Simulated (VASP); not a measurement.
Crystal: NaTbC.

```
CELL_PARAMETERS angstrom
4.02899 0.00000 0.00000
-2.01450 3.48921 0.00000
0.00000 0.00000 4.42040
ATOMIC_POSITIONS crystal
Na 0.00000 0.00000 0.00000
Tb 0.66667 0.33333 0.50000
C 0.33333 0.66667 0.50000
```

The cell was generated, and may not be a known phase.

| Item | Value |
| --- | --- |
| Program | VASP 6.6.1 |
| Task | relaxation of cell and atoms |
| Functional | PBE |
| Potentials or basis | VASP PAW PBE potentials, release 64 (Na_pv, Tb_3, C), 4f in core |
| Cutoff | 600 eV |
| k mesh | 12 × 12 × 10 |
| Occupations | gaussian, width 0.1 eV |
| Spin | no spin polarisation |

At the start: pressure 3.2 GPa; volume 20.71 Å³/atom.

**Question.** How do energy, volume and symmetry change on relaxing?

**Answer.** Over 10 steps the energy falls by 61.7 meV/atom and the volume is 25.02 Å³/atom (+20.8 %); space group P-6m2 (No. 187, to 0.1 Å) before and after.

The path:
```csv
step,energy change (eV),largest force (eV/Å),pressure (GPa),volume (Å³)
1,0.0000,0.0000,3.21,62.14
2,-0.0611,0.0000,0.48,65.95
3,-0.0713,0.0000,-1.52,69.44
4,-0.1134,0.0000,-1.34,70.82
5,-0.1780,0.0000,-0.71,74.66
6,-0.1835,0.0000,-0.33,76.26
7,-0.1839,0.0000,-0.45,75.84
8,-0.1840,0.0000,-0.41,75.96
9,-0.1850,0.0000,0.09,74.91
10,-0.1850,0.0000,0.01,75.06
```

Final structure:
```xyz
3
Lattice="4.0016 0.0000 0.0000 -2.0008 3.4655 0.0000 0.0000 0.0000 5.4127" Properties=species:S:1:pos:R:3 pbc="T T T"
Na    0.0000    0.0000    0.0000
Tb    2.0008    1.1552    2.7064
C     0.0000    2.3103    2.7064
```

Caveat: the volume moved by over 15 % at a fixed basis, so the end points are rough.
